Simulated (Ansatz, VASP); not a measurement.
## Two plane-wave programs on Ti

File INCAR:

```
SYSTEM = Ti
PREC = Accurate ; ENCUT = 520
EDIFF = 1E-6 ; ISMEAR = 0
SIGMA = 0.1 ; LREAL = .FALSE.
LASPH = .TRUE. ; NELM = 60
ALGO = Fast ; ISIF = 2
LWAVE = .FALSE. ; LCHARG = .FALSE.
GGA = PE ; NBANDS = 12
```

KPOINTS

```
Automatic mesh
0
G
  18 18 18
  0 0 0
```

File POSCAR:

```
Ti
1.0
   -1.5598493828      1.5598493828      1.5598493828
    1.5598493828     -1.5598493828      1.5598493828
    1.5598493828      1.5598493828     -1.5598493828
Ti
1
Direct
    0.0000000000      0.0000000000      0.0000000000
```

Input for Ansatz:

```yaml
crystal:
  lattice:
    - [-1.5598493828, 1.5598493828, 1.5598493828]
    - [1.5598493828, -1.5598493828, 1.5598493828]
    - [1.5598493828, 1.5598493828, -1.5598493828]
  atoms:
    - { symbol: Ti, position: [0.0, 0.0, 0.0] }
basis:
  ecutwfc: 420
kpoints:
  mp_grid: { grid: [18, 18, 18] }
hamiltonian:
  xc: pbe
scf:
  occupations: { method: gaussian, width: 0.1 }
output:
  forces: true
  stress: true
  eigenvalues: true
```

Alike in both runs: task single point; functional PBE; k mesh 18 × 18 × 18; occupations gaussian, width 0.1 eV; no spin polarisation.

|  | VASP | Ansatz |
| --- | --- | --- |
| version | VASP 6.6.1 | Ansatz 0.2.0 |
| potentials or method | VASP PAW PBE potentials, release 64 (Ti_sv), cutoff 520 eV | scalar-relativistic, plane waves, PAW |
| valence electrons in the cell | 12 | 12 |

VASP gave:

| Quantity | Value |
| --- | --- |
| gap on the k mesh at the Fermi level (eV) | none |
| pressure (GPa) | 16.3 |

Problem. Estimate Ansatz's values.

Solution. gap on the k mesh at the Fermi level (eV): none; pressure (GPa): 16.8.

A gap of «none» marks a metal or a gap that the smearing closes. With one functional, cell and mesh, what is left measures potentials, basis and numerics.
